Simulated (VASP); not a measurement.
# Ca (P6_3/mmc) in VASP: a series of runs

Runs on Ca. Level: PBEsol. Tasks: single point.

All numbers are computed with VASP 6.6.1; they aren't measurements. Logs are shortened: lines on timing, memory, paths and dates and some standing lists are left out, and cuts for length are marked.

### Step 1. The cell of the first run

It takes space group P6_3/mmc (No. 194, hexagonal). The conventional cell has a = 3.852 Å, b = 3.852 Å, c = 6.626 Å, α = 90.00°, β = 90.00°, γ = 120.00°. Within 5.1 Å of Ca (site symmetry -6m2) lie 12 Ca at 3.85 to 3.99 Å.

This isn't the form of Ca at room conditions, which is fcc.

### Step 2. Single point, PBEsol (strain along c alone, the other axes held: +4.5 %)

Input file INCAR:

```
PREC     = Accurate       # precision mode
ENCUT    = 520            # plane-wave cutoff, eV
EDIFF    = 1E-6           # SCF threshold, eV
ISMEAR   = 0              # smearing method
SIGMA    = 0.1            # smearing width, eV
LREAL    = F              # projectors in reciprocal space
LASPH    = T              # aspherical terms in the spheres
NELM     = 60             # most SCF steps
ALGO     = Fast           # electronic algorithm
ISIF     = 2              # what is computed and relaxed
LWAVE    = F              # write WAVECAR
LCHARG   = F              # write CHGCAR
GGA      = PS             # functional
NBANDS   = 17             # bands
```

Input file KPOINTS:

```
regular mesh
0
Gamma
  12 12 8
```

Input file POSCAR:

```
Ca
1.0
    3.8524073137      0.0000000000      0.0000000000
   -1.9262036569      3.3362825994      0.0000000000
    0.0000000000      0.0000000000      6.6263317760
Ca
2
Direct
    0.6666666667      0.3333333333      0.7500000000
    0.3333333333      0.6666666667      0.2500000000
```

Potentials or basis: VASP PAW PBE potentials, release 64 (Ca_sv).

Run with:

```bash
$ cat potpaw_PBE.64/Ca_sv/POTCAR > POTCAR
$ mpirun -np 1 vasp_std > vasp.out
```

OUTCAR:

```text
PREC = Accurate
   ENCUT = 520
   EDIFF = 1E-6
   ISMEAR = 0
   LREAL = F
   LASPH = T
   NELM = 60
   ISIF = 2
   GGA = PS

 ion  position               nearest neighbor table
   1  0.667  0.333  0.750-
   2  0.333  0.667  0.250-

  LATTYP: Found a hexagonal cell.
 ALAT       =     3.8524073137
 C/A-ratio  =     1.7200496304

  Lattice vectors:

 A1 = (   3.8524073137,   0.0000000000,   0.0000000000)
 A2 = (  -1.9262036569,   3.3362825994,   0.0000000000)
 A3 = (   0.0000000000,   0.0000000000,   6.6263317760)

Analysis of symmetry for initial positions (statically):
=====================================================================
 Subroutine PRICEL returns:
 Original cell was already a primitive cell.

 Routine SETGRP: Setting up the symmetry group for a
 hexagonal supercell.

 Subroutine GETGRP returns: Found 24 space group operations
 (whereof 12 operations were pure point group operations)
 out of a pool of 24 trial point group operations.

The static configuration has the point symmetry D_3d.
 The point group associated with its full space group is D_6h.

Analysis of symmetry for dynamics (positions and initial velocities):
=====================================================================
 Subroutine PRICEL returns:
 Original cell was already a primitive cell.

 Routine SETGRP: Setting up the symmetry group for a
 hexagonal supercell.

 Subroutine GETGRP returns: Found 24 space group operations
 (whereof 12 operations were pure point group operations)
 out of a pool of 24 trial point group operations.

The dynamic configuration has the point symmetry D_3d.
 The point group associated with its full space group is D_6h.

 Subroutine INISYM returns: Found 24 space group operations
 (whereof 12 operations are pure point group operations),
 and found     1 'primitive' translations

----------------------------------------------------------------------------------------

                                     Primitive cell

  volume of cell :      85.1664

  direct lattice vectors                    reciprocal lattice vectors
     3.852407314  0.000000000  0.000000000     0.259577952  0.149867400  0.000000000
    -1.926203657  3.336282599  0.000000000     0.000000000  0.299734801  0.000000000
     0.000000000  0.000000000  6.626331776     0.000000000  0.000000000  0.150913059

  length of vectors
     3.852407314  3.852407314  6.626331776     0.299734801  0.299734801  0.150913059

  position of ions in fractional coordinates (direct lattice)
     0.666666667  0.333333333  0.750000000
     0.333333333  0.666666667  0.250000000

  ion indices of the primitive-cell ions
   primitive index   ion index
                 1           1
                 2           2

----------------------------------------------------------------------------------------

 KPOINTS: regular mesh

Automatic generation of k-mesh.
 Grid dimensions read from file:
 generate k-points for:   12   12    8

 Generating k-lattice:

  Cartesian coordinates                     Fractional coordinates (reciprocal lattice)
     0.021631496  0.012488950  0.000000000     0.083333333  0.000000000  0.000000000
     0.000000000  0.024977900  0.000000000     0.000000000  0.083333333  0.000000000
     0.000000000  0.000000000  0.018864132     0.000000000  0.000000000  0.125000000

  Length of vectors
     0.024977900  0.024977900  0.018864132

  Shift w.r.t. Gamma in fractional coordinates (k-lattice)
     0.000000000  0.000000000  0.000000000

 Subroutine IBZKPT returns following result:
 ===========================================

 Found     95 irreducible k-points:

 Following reciprocal coordinates:
            Coordinates               Weight
  0.000000  0.000000  0.000000      1.000000
  0.083333 -0.000000  0.000000      6.000000
  0.166667  0.000000  0.000000      6.000000
  0.250000  0.000000  0.000000      6.000000
  0.333333 -0.000000  0.000000      6.000000
  0.416667 -0.000000  0.000000      6.000000
[... 16 lines left out ...]
  0.250000  0.000000  0.125000     12.000000
  0.333333 -0.000000  0.125000     12.000000
 [... further k-points ...]
   k-points           NKPTS =     95   k-points in BZ     NKDIM =     95   number of bands    NBANDS=     17
   number of dos      NEDOS =    301   number of ions     NIONS =      2
   total plane-waves  NPLWV =  45000
   dimension x,y,z NGX =    30 NGY =   30 NGZ =   50
   dimension x,y,z NGXF=    60 NGYF=   60 NGZF=  100
   ions per type =               2
   NGX,Y,Z   is equivalent  to a cutoff of  12.95, 12.95, 12.54 a.u.
   NGXF,Y,Z  is equivalent  to a cutoff of  25.89, 25.89, 25.09 a.u.
 SYSTEM =  unknown system
   PREC   = accura    normal or accurate (medium, high low for compatibility)
   ISTART =      0    job   : 0-new  1-cont  2-samecut
   ICHARG =      2    charge: 1-file 2-atom 10-const
   ISPIN  =      1    spin polarized calculation?
   LNONCOLLINEAR =      F non collinear calculations
   LSORBIT =      F    spin-orbit coupling
   LASPH  =      T    aspherical Exc in radial PAW
   ENCUT  =  520.0 eV  38.22 Ry    6.18 a.u.   7.16  7.16 12.32*2*pi/ulx,y,z
   NELM   =     60;   NELMIN=  2; NELMDL= -5     # of ELM steps
   EDIFF  = 0.1E-05   stopping-criterion for ELM
   LREAL  =      F    real-space projection
[... 7 lines left out ...]
   TEBEG  =    0.0;   TEEND  =   0.0 temperature during run
   PSTRESS=    0.0 pullay stress
   NELECT =      20.0000    total number of electrons
   NUPDOWN=      -1.0000    fix difference up-down
   EMIN   =  10.00;   EMAX   =-10.00  energy-range for DOS
   EFERMI =   0.00;   METHOD = LEGACY
   ISMEAR =     0;   SIGMA  =   0.10  broadening in eV -4-tet -1-fermi 0-gaus
   EFERMI_NEDOS =   21; number of points for ismear=-14 and -15
   IALGO  =     68    algorithm
   IMIX   =      4    mixing-type and parameters
     AMIX     =   0.40;   BMIX     =  1.00
     AMIX_MAG =   1.60;   BMIX_MAG =  1.00
  volume/ion in A,a.u.               =      42.58       287.37
  Fermi-wavevector in a.u.,A,eV,Ry     =   1.010017  1.908656 13.879775  1.020135
  Thomas-Fermi vector in A             =   2.142981
   LORBIT       =      0    0 simple, 1 ext, 2 COOP (PROOUT), +10 PAW based schemes
   GGA     = PS    functional components
   LHFCALC =     F    Hartree Fock is set to
   AEXX    =    0.0000 exact exchange contribution
   IVDW    =     0    specifies the selected vdW correction
   LEPSILON=     F    determine dielectric tensor
   LRPA    =     F    only Hartree local field effects (RPA)
 non-spin polarized calculation
 RMM-DIIS sequential band-by-band and
 Gauss-broadening in eV      SIGMA  =   0.10
  energy-cutoff  :      520.00
  volume of cell :       85.17
 maximum number of plane-waves:      2325
 NGX is ok and might be reduce to    30
   NGX = 15   NGY = 15   NGZ = 25

 number of electron      20.0000000 magnetization

 Free energy of the ion-electron system (eV)
  ---------------------------------------------------
  ext. energy  EPLUGINS =         0.00000000
  ---------------------------------------------------
  free energy    TOTEN  =        -4.24676897 eV

  energy without entropy =       -4.23554001  energy(sigma->0) =       -4.24115449

 E-fermi :   1.9038     XC(G=0):  -7.7804

 val. band max:        1.8932259856   @ k =   0.3333   0.2500   0.2500
 cond. band min:       1.9041321450   @ k =   0.1667   0.0000   0.1250
 fundamental gap:      0.0109061594
 Fermi energy:         1.9038028722

 k-point     1 :       0.0000    0.0000    0.0000
  band No.  band energies     occupation
      1     -40.0004      2.00000
      2     -39.9900      2.00000
      3     -21.1081      2.00000
      4     -21.0085      2.00000
      5     -21.0085      2.00000
      6     -20.9946      2.00000
[... 9 lines left out ...]
     16       4.4511      0.00000
     17       5.0068      0.00000

 k-point     2 :       0.0833   -0.0000    0.0000
  band No.  band energies     occupation
      1     -39.9995      2.00000
      2     -39.9894      2.00000
      3     -21.1052      2.00000
      4     -21.0167      2.00000
      5     -21.0109      2.00000
      6     -21.0031      2.00000
[... 9 lines left out ...]
     16       4.5320      0.00000
     17       4.8695      0.00000

 k-point     3 :       0.1667    0.0000    0.0000
  band No.  band energies     occupation
      1     -39.9970      2.00000
      2     -39.9878      2.00000
      3     -21.0968      2.00000
      4     -21.0395      2.00000
      5     -21.0260      2.00000
      6     -21.0173      2.00000
[... 9 lines left out ...]
     16       4.5358      0.00000
     17       4.7586      0.00000

 k-point     4 :       0.2500    0.0000    0.0000
  band No.  band energies     occupation
      1     -39.9935      2.00000
      2     -39.9858      2.00000
      3     -21.0844      2.00000
      4     -21.0707      2.00000
      5     -21.0569      2.00000
      6     -21.0260      2.00000
[... 9 lines left out ...]
     16       4.6156      0.00000
     17       4.9325      0.00000

 k-point     5 :       0.3333   -0.0000    0.0000
  band No.  band energies     occupation
      1     -39.9898      2.00000
      2     -39.9838      2.00000
      3     -21.1021      2.00000
      4     -21.0871      2.00000
      5     -21.0701      2.00000
      6     -21.0346      2.00000
[... 9 lines left out ...]
     16       4.9734      0.00000
     17       5.4959      0.00000

 k-point     6 :       0.4167   -0.0000    0.0000
  band No.  band energies     occupation
      1     -39.9869      2.00000
      2     -39.9826      2.00000
      3     -21.1251      2.00000
      4     -21.1089      2.00000
      5     -21.0572      2.00000
      6     -21.0407      2.00000
[... 9 lines left out ...]
     16       5.4116      0.00000
     17       5.8690      0.00000

 k-point     7 :       0.5000    0.0000    0.0000
  band No.  band energies     occupation
      1     -39.9857      2.00000
      2     -39.9823      2.00000
      3     -21.1334      2.00000
      4     -21.1169      2.00000
      5     -21.0513      2.00000
      6     -21.0429      2.00000
[... 9 lines left out ...]
     16       5.8111      0.00000
     17       6.0309      0.00000

 k-point     8 :       0.0833    0.0833    0.0000
  band No.  band energies     occupation
      1     -39.9978      2.00000
      2     -39.9883      2.00000
      3     -21.0995      2.00000
      4     -21.0310      2.00000
      5     -21.0220      2.00000
      6     -21.0124      2.00000
[... 9 lines left out ...]
     16       4.6558      0.00000
     17       4.7641      0.00000
[... 203 lines left out ...]
      1     -39.9826      2.00000
      2     -39.9826      2.00000
      3     -21.1030      2.00000
      4     -21.0884      2.00000
      5     -21.0884      2.00000
      6     -21.0719      2.00000
[... 9 lines left out ...]
     16       5.4445      0.00000
     17       5.5049      0.00000

 k-point    20 :       0.0000    0.0000    0.1250
  band No.  band energies     occupation
      1     -40.0001      2.00000
      2     -39.9904      2.00000
      3     -21.1037      2.00000
      4     -21.0079      2.00000
      5     -21.0079      2.00000
      6     -20.9951      2.00000
[... 9 lines left out ...]
     16       4.4243      0.00000
     17       5.0580      0.00000

 k-point    21 :       0.0833   -0.0000    0.1250
  band No.  band energies     occupation
      1     -39.9992      2.00000
      2     -39.9898      2.00000
      3     -21.1010      2.00000
      4     -21.0161      2.00000
      5     -21.0103      2.00000
      6     -21.0047      2.00000
[... 9 lines left out ...]
     16       4.5001      0.00000
     17       4.9448      0.00000

 k-point    22 :       0.1667    0.0000    0.1250
  band No.  band energies     occupation
      1     -39.9967      2.00000
      2     -39.9882      2.00000
      3     -21.0935      2.00000
      4     -21.0384      2.00000
      5     -21.0277      2.00000
      6     -21.0167      2.00000
[... 9 lines left out ...]
     16       4.6839      0.00000
     17       4.7650      0.00000

 k-point    23 :       0.2500    0.0000    0.1250
  band No.  band energies     occupation
      1     -39.9932      2.00000
      2     -39.9861      2.00000
      3     -21.0854      2.00000
      4     -21.0664      2.00000
      5     -21.0581      2.00000
      6     -21.0253      2.00000
[... 9 lines left out ...]
     16       4.7314      0.00000
     17       4.8966      0.00000

 k-point    24 :       0.3333   -0.0000    0.1250
  band No.  band energies     occupation
      1     -39.9896      2.00000
      2     -39.9841      2.00000
      3     -21.1041      2.00000
      4     -21.0892      2.00000
      5     -21.0647      2.00000
      6     -21.0337      2.00000
[... 9 lines left out ...]
     16       5.0105      0.00000
     17       5.3422      0.00000

 [... further k-points ...]

------------------------ aborting loop because EDIFF is reached ----------------------------------------

  FORCE on cell =-STRESS in cart. coord.  units (eV):
  Direction    XX          YY          ZZ          XY          YZ          ZX
  --------------------------------------------------------------------------------------
  -------------------------------------------------------------------------------------
  Total       -0.1437619     -0.1437619     -0.8881535      0.0000000     -0.0000000      0.0000000
  in kB       -2.7044942     -2.7044942    -16.7082277      0.0000000     -0.0000000      0.0000000
  external PRESSURE =      -7.3724053 kB  Pullay stress =       0.0000000 kB

 VOLUME and BASIS-vectors are now :
 -----------------------------------------------------------------------------
  energy-cutoff  :      520.00
  volume of cell :       85.17
      direct lattice vectors                 reciprocal lattice vectors
     3.852407314  0.000000000  0.000000000     0.259577952  0.149867400  0.000000000
    -1.926203657  3.336282599  0.000000000     0.000000000  0.299734801  0.000000000
     0.000000000  0.000000000  6.626331776     0.000000000  0.000000000  0.150913059

 POSITION                                       TOTAL-FORCE (eV/Angst)
 -----------------------------------------------------------------------------------
      1.92620      1.11209      4.96975        -0.000000      0.000000      0.000000
     -0.00000      2.22419      1.65658         0.000000      0.000000      0.000000
 -----------------------------------------------------------------------------------
    total drift:                                0.000000     -0.000000      0.000000

  FREE ENERGIE OF THE ION-ELECTRON SYSTEM (eV)
  ---------------------------------------------------
  free  energy   TOTEN  =        -4.2467689744 eV

  energy  without entropy=       -4.2355400072  energy(sigma->0) =       -4.24115449
```

Run time: 94 s. Hardware: 1 thread of Oxide Virtual Turin-like, shared host; peak memory 0.25 GiB.

What came out:

```yaml
Free_energy: -4.2468 eV
Pressure: -0.7 GPa
Band_gap_on_the_k_mesh: zero (bands 10 and 11 overlap by 0.64 eV)
```

Caveat: the cell differs from its parent crystal (strain along c alone, the other axes held: +4.5 %); the PAW data sets were made with another functional, which shifts forces and pressure a little.

### Step 3. Single point, PBEsol (strain along c alone, the other axes held: -4.5 %)

Input file INCAR:

```
SYSTEM = Ca
PREC = Accurate
ENCUT = 520
EDIFF = 1E-6
ISMEAR = 0
SIGMA = 0.1
LREAL = .False.
LASPH = .True.
NELM = 100
ALGO = Fast
ISIF = 2
LWAVE = .False.
LCHARG = .True.
GGA = PS
LELF = .True.
LVHAR = .True.
NBANDS = 17
```

Input file KPOINTS:

```
Automatic mesh
0
Gamma
  12 12 8
  0 0 0
```

POSCAR: that of step 2 with these lines changed.

```diff
@@ -4,3 +4,3 @@
    -1.9262036569      3.3362825994      0.0000000000
-    0.0000000000      0.0000000000      6.6263317760
+    0.0000000000      0.0000000000      6.0556429149
 Ca
```

Potentials or basis: VASP PAW PBE potentials, release 64 (Ca_sv).

Run with:

```bash
$ cat potpaw_PBE.64/Ca_sv/POTCAR > POTCAR
$ mpirun -np 1 vasp_std > vasp.out
```

Wall time 94 s (1 thread of Oxide Virtual Turin-like, shared host); peak memory 0.23 GiB.

Results (log left out):

| Quantity | Value |
| --- | --- |
| Free energy | -4.2411 eV |
| Pressure | 1.0 GPa |
| Band gap on the k mesh | zero (bands 10 and 11 overlap by 0.47 eV) |

Stress tensor (GPa, compression positive):
```
0.44 0.00 0.00
0.00 0.44 0.00
0.00 0.00 2.04
```

Levels at points of the mesh, in eV from the Fermi level:
| k point | band 8 | band 9 | band 10 | band 11 | band 12 | band 13 |
| --- | --- | --- | --- | --- | --- | --- |
| (0.00, 0.00, 0.00) | -22.70 | -4.27 | -1.03 | 0.00 | 2.29 | 2.29 |
| (0.50, 0.00, 0.00) | -22.73 | -1.27 | -0.79 | 0.13 | 0.25 | 1.48 |
| (0.00, 0.00, 0.50) | -22.73 | -3.12 | -3.12 | 1.52 | 1.52 | 2.24 |
| (0.50, 0.00, 0.50) | -22.75 | -0.82 | -0.82 | 0.09 | 0.09 | 1.50 |

Caveat: the cell differs from its parent crystal (strain along c alone, the other axes held: -4.5 %); the PAW data sets were made with another functional, which shifts forces and pressure a little.

(Part 1 of 2 ends here.)

The gap in the log of VASP goes by the Fermi energy; the results here count the filled bands.